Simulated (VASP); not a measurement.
# ZnSe (P6_3/mmc) in VASP: notebook

ZnSe is run at these levels: PBE, r2SCAN; tasks: single point.

Program: VASP 6.6.1. These are calculated values, not measurements. Logs are shortened: lines on timing, memory, paths and dates and some standing lists are left out, and cuts for length are marked.

## (1) The cell of the first run

Symmetry: P6_3/mmc, No. 194, hexagonal system. Conventional cell: a = 4.151 Å, b = 4.151 Å, c = 6.175 Å, α = 90.00°, β = 90.00°, γ = 120.00°. Zn (site symmetry -6m2) has 5 Se at 2.40 to 3.09 Å within 3.2 Å. Se (site symmetry -6m2) has 5 Zn at 2.40 to 3.09 Å within 3.2 Å.

## (2) Single point, PBE

The input, INCAR:

```
  PREC = Accurate
  ENCUT = 520
  EDIFF = 1E-6
  ISMEAR = 0
  SIGMA = 0.01
  LREAL = False
  LASPH = True
  NELM = 80
  ALGO = Normal
  ISIF = 2
  LWAVE = False
  LCHARG = True
  GGA = PE
  LELF = True
  LVHAR = True
  NBANDS = 26
```

The input, KPOINTS:

```
Automatic mesh
0
Gamma
  12 12 4
```

The input, POSCAR:

```
ZnSe
1.0
    4.1513888431      0.0000000000      0.0000000000
   -2.0756944216      3.5952081991      0.0000000000
    0.0000000000      0.0000000000      6.1747442434
Zn Se
2 2
Direct
    0.3333333333      0.6666666667      0.2500000000
    0.6666666667      0.3333333333      0.7500000000
    0.6666666667      0.3333333333      0.2500000000
    0.3333333333      0.6666666667      0.7500000000
```

Potentials or basis: VASP PAW PBE potentials, release 64 (Zn, Se).

Run with:

```sh
cat potpaw_PBE.64/Zn/POTCAR potpaw_PBE.64/Se/POTCAR > POTCAR
mpirun -np 1 vasp_std > vasp.out
```

OUTCAR:

```text
PREC = Accurate
   ENCUT = 520
   EDIFF = 1E-6
   ISMEAR = 0
   LREAL = False
   LASPH = True
   NELM = 80
   ISIF = 2
   GGA = PE

 ion  position               nearest neighbor table
   1  0.333  0.667  0.250-   3 2.40   3 2.40   3 2.40
   2  0.667  0.333  0.750-   4 2.40   4 2.40   4 2.40
   3  0.667  0.333  0.250-   1 2.40   1 2.40   1 2.40
   4  0.333  0.667  0.750-   2 2.40   2 2.40   2 2.40

  LATTYP: Found a hexagonal cell.
 ALAT       =     4.1513888431
 C/A-ratio  =     1.4873924069

  Lattice vectors:

 A1 = (   4.1513888431,   0.0000000000,   0.0000000000)
 A2 = (  -2.0756944216,   3.5952081991,   0.0000000000)
 A3 = (   0.0000000000,   0.0000000000,   6.1747442434)

Analysis of symmetry for initial positions (statically):
=====================================================================
 Subroutine PRICEL returns:
 Original cell was already a primitive cell.

 Routine SETGRP: Setting up the symmetry group for a
 hexagonal supercell.

 Subroutine GETGRP returns: Found 24 space group operations
 (whereof 12 operations were pure point group operations)
 out of a pool of 24 trial point group operations.

The static configuration has the point symmetry D_3d.
 The point group associated with its full space group is D_6h.

Analysis of symmetry for dynamics (positions and initial velocities):
=====================================================================
 Subroutine PRICEL returns:
 Original cell was already a primitive cell.

 Routine SETGRP: Setting up the symmetry group for a
 hexagonal supercell.

 Subroutine GETGRP returns: Found 24 space group operations
 (whereof 12 operations were pure point group operations)
 out of a pool of 24 trial point group operations.

The dynamic configuration has the point symmetry D_3d.
 The point group associated with its full space group is D_6h.

 Subroutine INISYM returns: Found 24 space group operations
 (whereof 12 operations are pure point group operations),
 and found     1 'primitive' translations

----------------------------------------------------------------------------------------

                                     Primitive cell

  volume of cell :      92.1587

  direct lattice vectors                    reciprocal lattice vectors
     4.151388843  0.000000000  0.000000000     0.240883241  0.139074004  0.000000000
    -2.075694422  3.595208199  0.000000000     0.000000000  0.278148008  0.000000000
     0.000000000  0.000000000  6.174744243     0.000000000  0.000000000  0.161950027

  length of vectors
     4.151388843  4.151388843  6.174744243     0.278148008  0.278148008  0.161950027

  position of ions in fractional coordinates (direct lattice)
     0.333333333  0.666666667  0.250000000
     0.666666667  0.333333333  0.750000000
     0.666666667  0.333333333  0.250000000
     0.333333333  0.666666667  0.750000000

  ion indices of the primitive-cell ions
   primitive index   ion index
                 1           1
                 2           2
                 3           3
                 4           4

----------------------------------------------------------------------------------------

 KPOINTS: Automatic mesh

Automatic generation of k-mesh.
 Grid dimensions read from file:
 generate k-points for:   12   12    4

 Generating k-lattice:

  Cartesian coordinates                     Fractional coordinates (reciprocal lattice)
     0.020073603  0.011589500  0.000000000     0.083333333  0.000000000  0.000000000
     0.000000000  0.023179001  0.000000000     0.000000000  0.083333333  0.000000000
     0.000000000  0.000000000  0.040487507     0.000000000  0.000000000  0.250000000

  Length of vectors
     0.023179001  0.023179001  0.040487507

  Shift w.r.t. Gamma in fractional coordinates (k-lattice)
     0.000000000  0.000000000  0.000000000

 Subroutine IBZKPT returns following result:
 ===========================================

 Found     57 irreducible k-points:

 Following reciprocal coordinates:
            Coordinates               Weight
  0.000000  0.000000  0.000000      1.000000
  0.083333 -0.000000  0.000000      6.000000
  0.166667  0.000000  0.000000      6.000000
  0.250000  0.000000  0.000000      6.000000
  0.333333  0.000000  0.000000      6.000000
  0.416667  0.000000  0.000000      6.000000
[... 16 lines left out ...]
  0.250000  0.000000  0.250000     12.000000
  0.333333  0.000000  0.250000     12.000000
 [... further k-points ...]
   k-points           NKPTS =     57   k-points in BZ     NKDIM =     57   number of bands    NBANDS=     26
   number of dos      NEDOS =    301   number of ions     NIONS =      4
   total plane-waves  NPLWV =  49152
   dimension x,y,z NGX =    32 NGY =   32 NGZ =   48
   dimension x,y,z NGXF=    64 NGYF=   64 NGZF=   96
   ions per type =               2   2
   NGX,Y,Z   is equivalent  to a cutoff of  12.81, 12.81, 12.92 a.u.
   NGXF,Y,Z  is equivalent  to a cutoff of  25.63, 25.63, 25.85 a.u.
 SYSTEM =  unknown system
   PREC   = accura    normal or accurate (medium, high low for compatibility)
   ISTART =      0    job   : 0-new  1-cont  2-samecut
   ICHARG =      2    charge: 1-file 2-atom 10-const
   ISPIN  =      1    spin polarized calculation?
   LNONCOLLINEAR =      F non collinear calculations
   LSORBIT =      F    spin-orbit coupling
   LASPH  =      T    aspherical Exc in radial PAW
   ENCUT  =  520.0 eV  38.22 Ry    6.18 a.u.   7.72  7.72 11.48*2*pi/ulx,y,z
   NELM   =     80;   NELMIN=  2; NELMDL= -5     # of ELM steps
   EDIFF  = 0.1E-05   stopping-criterion for ELM
   LREAL  =      F    real-space projection
   EDIFFG = 0.1E-04   stopping-criterion for IOM
   NSW    =      0    number of steps for IOM
   IBRION =     -1    ionic relax: 0-MD 1-quasi-New 2-CG
   NFREE  =      0    steps in history (QN), initial steepest desc. (CG)
   ISIF   =      2    stress and relaxation
   ISYM   =      2    0-nonsym 1-usesym 2-fastsym
   POTIM  = 0.5000    time-step for ionic-motion
   TEBEG  =    0.0;   TEEND  =   0.0 temperature during run
   PSTRESS=    0.0 pullay stress
   NELECT =      36.0000    total number of electrons
   NUPDOWN=      -1.0000    fix difference up-down
   EMIN   =  10.00;   EMAX   =-10.00  energy-range for DOS
   EFERMI =   0.00;   METHOD = LEGACY
   ISMEAR =     0;   SIGMA  =   0.01  broadening in eV -4-tet -1-fermi 0-gaus
   EFERMI_NEDOS =   21; number of points for ismear=-14 and -15
   IALGO  =     38    algorithm
   IMIX   =      4    mixing-type and parameters
     AMIX     =   0.40;   BMIX     =  1.00
     AMIX_MAG =   1.60;   BMIX_MAG =  1.00
  volume/ion in A,a.u.               =      23.04       155.48
  Fermi-wavevector in a.u.,A,eV,Ry     =   1.196732  2.261495 19.485817  1.432167
  Thomas-Fermi vector in A             =   2.332665
   LORBIT       =      0    0 simple, 1 ext, 2 COOP (PROOUT), +10 PAW based schemes
   GGA     = PE    functional components
   LHFCALC =     F    Hartree Fock is set to
   AEXX    =    0.0000 exact exchange contribution
   IVDW    =     0    specifies the selected vdW correction
   LEPSILON=     F    determine dielectric tensor
   LRPA    =     F    only Hartree local field effects (RPA)
 non-spin polarized calculation
 Gauss-broadening in eV      SIGMA  =   0.01
  energy-cutoff  :      520.00
  volume of cell :       92.16
 maximum number of plane-waves:      2525
 NGX is ok and might be reduce to    32
   NGX = 15   NGY = 15   NGZ = 23

 number of electron      35.9999988 magnetization

 Free energy of the ion-electron system (eV)
  ---------------------------------------------------
  ext. energy  EPLUGINS =         0.00000000
  ---------------------------------------------------
  free energy    TOTEN  =       -11.30166447 eV

  energy without entropy =      -11.30166447  energy(sigma->0) =      -11.30166447

 E-fermi :   1.9878     XC(G=0):  -9.2770

 val. band max:        1.8986952439   @ k =   0.0000   0.0000   0.0000
 cond. band min:       2.2291389007   @ k =   0.0000   0.0000   0.0000
 fundamental gap:      0.3304436569
 Fermi energy:         1.9878259363

 k-point     1 :       0.0000    0.0000    0.0000
  band No.  band energies     occupation
      1     -11.6468      2.00000
      2     -10.7885      2.00000
      3      -5.2433      2.00000
      4      -5.2433      2.00000
      5      -5.2237      2.00000
      6      -5.2237      2.00000
[... 18 lines left out ...]
     25       9.4163      0.00000
     26      10.4212      0.00000

 k-point     2 :       0.0833   -0.0000    0.0000
  band No.  band energies     occupation
      1     -11.6078      2.00000
      2     -10.7676      2.00000
      3      -5.2400      2.00000
      4      -5.2296      2.00000
      5      -5.2230      2.00000
      6      -5.2087      2.00000
[... 18 lines left out ...]
     25       9.0059      0.00000
     26      10.6127      0.00000

 k-point     3 :       0.1667    0.0000    0.0000
  band No.  band energies     occupation
      1     -11.4958      2.00000
      2     -10.7117      2.00000
      3      -5.2284      2.00000
      4      -5.2142      2.00000
      5      -5.1906      2.00000
      6      -5.1671      2.00000
[... 18 lines left out ...]
     25       9.0049      0.00000
     26       9.9633      0.00000

 k-point     4 :       0.2500    0.0000    0.0000
  band No.  band energies     occupation
      1     -11.3276      2.00000
      2     -10.6408      2.00000
      3      -5.2040      2.00000
      4      -5.1806      2.00000
      5      -5.1340      2.00000
      6      -5.1079      2.00000
[... 18 lines left out ...]
     25       9.4719      0.00000
     26       9.9747      0.00000
[... 496 lines left out ...]
      1     -11.3906      2.00000
      2     -10.8368      2.00000
      3      -5.2305      2.00000
      4      -5.2203      2.00000
      5      -5.1902      2.00000
      6      -5.1740      2.00000
[... 18 lines left out ...]
     25       8.6377      0.00000
     26       9.5691      0.00000

 k-point    23 :       0.2500    0.0000    0.2500
  band No.  band energies     occupation
      1     -11.2323      2.00000
      2     -10.7463      2.00000
      3      -5.2056      2.00000
      4      -5.1887      2.00000
      5      -5.1332      2.00000
      6      -5.1154      2.00000
[... 18 lines left out ...]
     25       9.2781      0.00000
     26       9.5586      0.00000

 k-point    24 :       0.3333    0.0000    0.2500
  band No.  band energies     occupation
      1     -11.0524      2.00000
      2     -10.6627      2.00000
      3      -5.1519      2.00000
      4      -5.1265      2.00000
      5      -5.0725      2.00000
      6      -5.0531      2.00000
[... 18 lines left out ...]
     25       9.6246      0.00000
     26      10.5103      0.00000

 [... further k-points ...]
[... 5 lines left out ...]
  --------------------------------------------------------------------------------------
  -------------------------------------------------------------------------------------
  Total        1.6390529      1.6390529      0.6154890     -0.0000000     -0.0000000      0.0000000
  in kB       28.4948992     28.4948992     10.7002630     -0.0000000     -0.0000000      0.0000000
  external PRESSURE =      22.5633538 kB  Pullay stress =       0.0000000 kB

 VOLUME and BASIS-vectors are now :
 -----------------------------------------------------------------------------
  energy-cutoff  :      520.00
  volume of cell :       92.16
      direct lattice vectors                 reciprocal lattice vectors
     4.151388843  0.000000000  0.000000000     0.240883241  0.139074004  0.000000000
    -2.075694422  3.595208199  0.000000000     0.000000000  0.278148008  0.000000000
     0.000000000  0.000000000  6.174744243     0.000000000  0.000000000  0.161950027

 POSITION                                       TOTAL-FORCE (eV/Angst)
 -----------------------------------------------------------------------------------
     -0.00000      2.39681      1.54369         0.000000     -0.000000      0.000000
      2.07569      1.19840      4.63106        -0.000000      0.000000      0.000000
      2.07569      1.19840      1.54369        -0.000000      0.000000      0.000000
     -0.00000      2.39681      4.63106         0.000000     -0.000000      0.000000
 -----------------------------------------------------------------------------------
    total drift:                                0.000000     -0.000000      0.000000

  FREE ENERGIE OF THE ION-ELECTRON SYSTEM (eV)
  ---------------------------------------------------
  free  energy   TOTEN  =       -11.3016644693 eV

  energy  without entropy=      -11.3016644693  energy(sigma->0) =      -11.30166447
```

Run time: 2.3 min. Hardware: 1 thread of AMD EPYC 7R43 (Zen 3), shared host; peak memory 0.24 GiB.

What came out:

```
Free energy            : -11.3017 eV
Pressure               : 2.3 GPa
Band gap on the k mesh : 0.33 eV, direct
```

## (3) Single point, r2SCAN

POSCAR is that of step 2.

The input, INCAR.step1:

```
SYSTEM = ZnSe
PREC = Accurate
ENCUT = 520
ISMEAR = 0
SIGMA = 0.01
LREAL = .False.
LASPH = .True.
NELM = 60
NBANDS = 26
GGA = PE
ALGO = Normal
EDIFF = 1E-4
LWAVE = .True.
LCHARG = .False.
```

The input, INCAR.step2:

```
SYSTEM = ZnSe
PREC = Accurate
ENCUT = 520
EDIFF = 1E-6
ISMEAR = 0
SIGMA = 0.01
LREAL = .False.
LASPH = .True.
NELM = 60
ALGO = Normal
ISIF = 2
LWAVE = .False.
LCHARG = .True.
METAGGA = R2SCAN
LMIXTAU = .True.
LELF = .True.
LVHAR = .True.
NBANDS = 26
ISTART = 1
```

The input, KPOINTS:

```
Automatic mesh
0
Gamma
  12 12 4
  0 0 0
```

Potentials or basis: VASP PAW PBE potentials, release 64 (Zn, Se).

Run with:

```sh
cat potpaw_PBE.64/Zn/POTCAR potpaw_PBE.64/Se/POTCAR > POTCAR
cp INCAR.step1 INCAR
mpirun -np 1 vasp_std > vasp.out
cp INCAR.step2 INCAR
mpirun -np 1 vasp_std > vasp.out
```

OUTCAR:

```text
SYSTEM = ZnSe
   PREC = Accurate
   ENCUT = 520
   EDIFF = 1E-6
   ISMEAR = 0
   LREAL = .False.
   LASPH = .True.
   NELM = 60
   ISIF = 2
   METAGGA = R2SCAN
   ISTART = 1

 ion  position               nearest neighbor table
   1  0.333  0.667  0.250-   3 2.40   3 2.40   3 2.40
   2  0.667  0.333  0.750-   4 2.40   4 2.40   4 2.40
   3  0.667  0.333  0.250-   1 2.40   1 2.40   1 2.40
   4  0.333  0.667  0.750-   2 2.40   2 2.40   2 2.40

  LATTYP: Found a hexagonal cell.
 ALAT       =     4.1513888431
 C/A-ratio  =     1.4873924069

  Lattice vectors:

 A1 = (   4.1513888431,   0.0000000000,   0.0000000000)
 A2 = (  -2.0756944216,   3.5952081991,   0.0000000000)
 A3 = (   0.0000000000,   0.0000000000,   6.1747442434)

Analysis of symmetry for initial positions (statically):
=====================================================================
 Subroutine PRICEL returns:
 Original cell was already a primitive cell.

 Routine SETGRP: Setting up the symmetry group for a
 hexagonal supercell.

 Subroutine GETGRP returns: Found 24 space group operations
 (whereof 12 operations were pure point group operations)
 out of a pool of 24 trial point group operations.
[... 165 lines left out ...]
  ---------------------------------------------------
  free energy    TOTEN  =       -49.03701289 eV

  energy without entropy =      -49.03701289  energy(sigma->0) =      -49.03701289

 E-fermi :   1.6942     XC(G=0):  -9.8585

 val. band max:        1.5887212673   @ k =   0.0000   0.0000   0.0000
 cond. band min:       2.4205311079   @ k =   0.0000   0.0000   0.0000
 fundamental gap:      0.8318098407
 Fermi energy:         1.6941555521

 k-point     1 :       0.0000    0.0000    0.0000
  band No.  band energies     occupation
      1     -12.3993      2.00000
      2     -11.5090      2.00000
      3      -5.7098      2.00000
      4      -5.7097      2.00000
      5      -5.6875      2.00000
      6      -5.6874      2.00000
[... 685 lines left out ...]
     25       9.8718      0.00000
     26      10.7901      0.00000

 [... further k-points ...]
[... 5 lines left out ...]
  --------------------------------------------------------------------------------------
  -------------------------------------------------------------------------------------
  Total        0.0860435      0.0860435      0.0801541     -0.0000000      0.0000000      0.0000000
  in kB        1.4958638      1.4958638      1.3934777     -0.0000000      0.0000000      0.0000000
  external PRESSURE =       1.4617351 kB  Pullay stress =       0.0000000 kB

 VOLUME and BASIS-vectors are now :
 -----------------------------------------------------------------------------
  energy-cutoff  :      520.00
  volume of cell :       92.16
      direct lattice vectors                 reciprocal lattice vectors
     4.151388843  0.000000000  0.000000000     0.240883241  0.139074004  0.000000000
    -2.075694422  3.595208199  0.000000000     0.000000000  0.278148008  0.000000000
     0.000000000  0.000000000  6.174744243     0.000000000  0.000000000  0.161950027

 POSITION                                       TOTAL-FORCE (eV/Angst)
 -----------------------------------------------------------------------------------
     -0.00000      2.39681      1.54369        -0.000000      0.000000      0.000000
      2.07569      1.19840      4.63106        -0.000000      0.000000      0.000000
      2.07569      1.19840      1.54369         0.000000      0.000000      0.000000
     -0.00000      2.39681      4.63106         0.000000     -0.000000      0.000000
 -----------------------------------------------------------------------------------
    total drift:                                0.000000     -0.000000      0.000000

  FREE ENERGIE OF THE ION-ELECTRON SYSTEM (eV)
  ---------------------------------------------------
  free  energy   TOTEN  =       -49.0370128860 eV

  energy  without entropy=      -49.0370128860  energy(sigma->0) =      -49.03701289
```

OSZICAR.step1:

```text
N       E                     dE             d eps       ncg     rms          rms(c)
DAV:   1     0.235444257330E+03    0.23544E+03   -0.16732E+04  2964   0.157E+03
DAV:   2     0.103643488725E+02   -0.22508E+03   -0.21572E+03  3084   0.337E+02
DAV:   3    -0.115946949530E+02   -0.21959E+02   -0.21757E+02  3630   0.105E+02
DAV:   4    -0.120334333829E+02   -0.43874E+00   -0.43797E+00  3372   0.148E+01
DAV:   5    -0.120362297037E+02   -0.27963E-02   -0.27958E-02  3460   0.115E+00    0.675E+00
DAV:   6    -0.113383956740E+02    0.69783E+00   -0.14723E+00  3988   0.302E+01    0.520E+00
DAV:   7    -0.113015769481E+02    0.36819E-01   -0.77781E-01  3168   0.536E+00    0.208E+00
DAV:   8    -0.113011512361E+02    0.42571E-03   -0.19847E-02  3202   0.150E+00    0.636E-01
DAV:   9    -0.113013879946E+02   -0.23676E-03   -0.48386E-03  3628   0.109E+00    0.111E-01
DAV:  10    -0.113014984821E+02   -0.11049E-03   -0.78443E-04  3280   0.407E-01    0.584E-02
DAV:  11    -0.113016547414E+02   -0.15626E-03   -0.25294E-04  2642   0.944E-02    0.176E-02
DAV:  12    -0.113016618152E+02   -0.70739E-05   -0.20461E-05  1818   0.721E-02
   1 F= -.11301662E+02 E0= -.11301662E+02  d E =-.105956E-38
```

Wall time 9.1 min (1 thread of AMD EPYC 7R43 (Zen 3), shared host); peak memory 0.26 GiB.

What came out:

| Item | Value |
| --- | --- |
| Free energy | -49.0370 eV |
| Pressure | 0.1 GPa |
| Band gap on the k mesh | 0.83 eV, direct |

Levels at points of the mesh, in eV from the valence-band top:
| k point | band 14 | band 15 | band 16 | band 17 | band 18 | band 19 | band 20 | band 21 | band 22 | band 23 |
| --- | --- | --- | --- | --- | --- | --- | --- | --- | --- | --- |
| (0.00, 0.00, 0.00) | -1.53 | -1.53 | -0.72 | -0.72 | 0.00 | 0.83 | 1.44 | 5.40 | 5.40 | 6.74 |
| (0.50, 0.00, 0.00) | -4.79 | -2.98 | -2.74 | -1.86 | -1.32 | 2.13 | 3.68 | 5.39 | 7.93 | 8.02 |
| (0.00, 0.00, 0.50) | -2.57 | -1.13 | -1.13 | -1.13 | -1.13 | 2.07 | 2.07 | 5.77 | 5.77 | 5.77 |
| (0.50, 0.00, 0.50) | -5.42 | -2.46 | -2.46 | -0.95 | -0.95 | 3.16 | 3.16 | 4.24 | 4.24 | 9.08 |

Caveat: the PAW data sets were made with another functional, which shifts forces and pressure a little. A k mesh can miss the band edges.
